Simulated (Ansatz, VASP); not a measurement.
# Two plane-wave programs on HfB

Contents of POSCAR:

```
HfB
1.0
    0.0000000000      2.3100000000      2.3100000000
    2.3100000000      0.0000000000      2.3100000000
    2.3100000000      2.3100000000      0.0000000000
Hf B
1 1
Direct
    0.5000000000      0.5000000000      0.5000000000
    0.0000000000      0.0000000000      0.0000000000
```

INCAR.step1

```
PREC = Accurate
ENCUT = 600
EDIFF = 1E-5
ISMEAR = -1
SIGMA = 0.05
LREAL = False
LASPH = True
NELM = 60
ALGO = Normal
LWAVE = True
LCHARG = False
GGA = PE
NBANDS = 14
```

Contents of INCAR.step2:

```
PREC = Accurate
ENCUT = 600
EDIFF = 1E-6
ISMEAR = -1
SIGMA = 0.05
LREAL = False
LASPH = True
NELM = 60
ALGO = Normal
ISIF = 3
LWAVE = False
LCHARG = False
GGA = PS
LHFCALC = True
AEXX = 0.25
PRECFOCK = Normal
IBRION = 2
NSW = 60
EDIFFG = -0.01
ISTART = 1
```

The input KPOINTS:

```
regular mesh
0
Gamma
  5 5 5
```

File input:

```
crystal:
  lattice:
    - [0.0, 2.31, 2.31]
    - [2.31, 0.0, 2.31]
    - [2.31, 2.31, 0.0]
  atoms:
    - { symbol: Hf, position: [0.5, 0.5, 0.5] }
    - { symbol: B, position: [0.0, 0.0, 0.0] }
hamiltonian:
  xc: { exchange: pbesol, correlation: pbesol, exx: { coeff: 0.25 } }
  pseudopotentials: { kind: paw }
kpoints:
  mp_grid: { grid: [5, 5, 5] }
scf:
  occupations: { method: fermi_dirac, width: 0.05 }
output:
  forces: true
  stress: true
  eigenvalues: true
relax:
  f_tol: 0.01
  max_steps: 40
  cell: { stress_tol: 0.05 }
```

Alike in both runs: task relaxation of cell and atoms; functional PBEsol-based global hybrid with a share of 0.25 of exact exchange; k mesh 5 × 5 × 5; occupations fermi-dirac, width 0.05 eV; no spin polarisation.

```csv
,VASP,Ansatz
version,VASP 6.6.1,Ansatz 0.2.0
potentials or method,"VASP PAW PBE potentials, release 64 (Hf_pv, B)",Ansatz PAW
plane-wave cutoff (eV),600,420
valence electrons in the cell,13,29
```

|  | VASP | Ansatz | Ansatz less VASP |
| --- | --- | --- | --- |
| gap on the k mesh at the Fermi level, each at its own relaxed structure (eV) | none | none | - |
| relaxed volume (Å³/atom) | 13.69 | 13.81 | +0.122 |
| relaxed length of the cell vector where the two differ most in proportion (Å) | 3.383 | 3.393 | +0.0100 |

VASP's potentials were made for PBE, not for PBEsol-based global hybrid. A gap of «none» marks a metal or a gap that the smearing closes. VASP's potentials hold 13 valence electrons a cell and Ansatz's 29, so a difference there can come from the potentials and not from the codes.

The k mesh is coarse, so the values compare programs but aren't converged. Neither program's run includes spin-orbit coupling. Noted on Ansatz's run: the plane-wave basis is chosen anew once the cell has moved, so the energies of steps on either side of that aren't comparable.
